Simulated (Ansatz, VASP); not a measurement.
**Two plane-wave programs on Eu3Si**

```
Eu Si
1.0
     5.00062    0.00000    0.00000
     0.00000    5.00062    0.00000
     0.00000    0.00000    5.00062
Eu Si
3 1
Cartesian
  0.0000 2.5003 2.5003
  2.5003 2.5003 0.0000
  2.5003 0.0000 2.5003
  0.0000 0.0000 0.0000
```

Alike in both runs: task single point; functional PBE; k mesh 6 × 6 × 6; occupations gaussian, width 0.05 eV; no spin polarisation; Hubbard terms Eu f U = 6.0 eV.

|  | VASP | Ansatz |
| --- | --- | --- |
| version | VASP 6.6.1 | Ansatz 0.2.0 |
| potentials or method | VASP PAW PBE potentials, release 64 (Eu, Si), cutoff 520 eV | scalar-relativistic, plane waves, PAW |
| valence electrons in the cell | 55 | 55 |

```tsv
	VASP	Ansatz	Ansatz less VASP
gap on the k mesh at the Fermi level (eV)	none	none	-
pressure (GPa)	-7.2	-7.3	-0.10
```

The programs project onto different local orbitals, so the same U acts differently, and such runs can settle in different states. A gap of «none» marks a metal or a gap that the smearing closes. Ansatz's warnings: filled band counts differ across k points.

Neither program's run includes spin-orbit coupling.
